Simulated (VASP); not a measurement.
Input of a VASP 6.6.1 run:

INCAR

```
ALGO = Normal
EDIFF = 1E-6
ENCUT = 500
GGA = PE
GGA_COMPAT = F
ISIF = 2
ISMEAR = -1
LASPH = T
LCHARG = F
LNONCOLLINEAR = T
LORBIT = 11
LORBMOM = T
LREAL = F
LSORBIT = T
LWAVE = F
MAGMOM = 0 0 0 0 0 0 0 0 0
NBANDS = 40
NELM = 200
PREC = Accurate
SIGMA = 0.15
```

KPOINTS

```
Automatic mesh
0
Gamma
  2 2 2
  0.5 0.5 0.5
```

File POSCAR:

```
Tl2H
1.0
   -3.1925600000      0.0749020000      3.1086110000
    0.1195320000      3.3376910000      3.3030460000
   -3.3335060000      3.2842020000     -0.0660440000
H Tl
1 2
Direct
    0.2356420000      0.3301250000      0.9907040000
    0.4786140000      0.5915930000      1.2564780000
    1.0106090000      1.0422670000      1.7559250000
```

Potentials or basis: VASP PAW PBE potentials, release 64 (H, Tl_d).

Launch:

```bash
$ cat potpaw_PBE.64/H/POTCAR potpaw_PBE.64/Tl_d/POTCAR > POTCAR
$ mpirun -np 1 vasp_ncl > vasp.out
```

Task: Predict the net moment.

Result: 0.00 μB per cell.

Task: Estimate the pressure.

Result: 2.3 GPa.

Task: Estimate the largest force.

Result: 0.611 eV/Å.

Moments on the atoms (μB; x, y, z):
```
H   0.00 0.00 0.00
Tl  0.00 0.00 0.00
Tl  0.00 0.00 0.00
```

Caveat: the k points lie up to 0.87 Å⁻¹ apart.
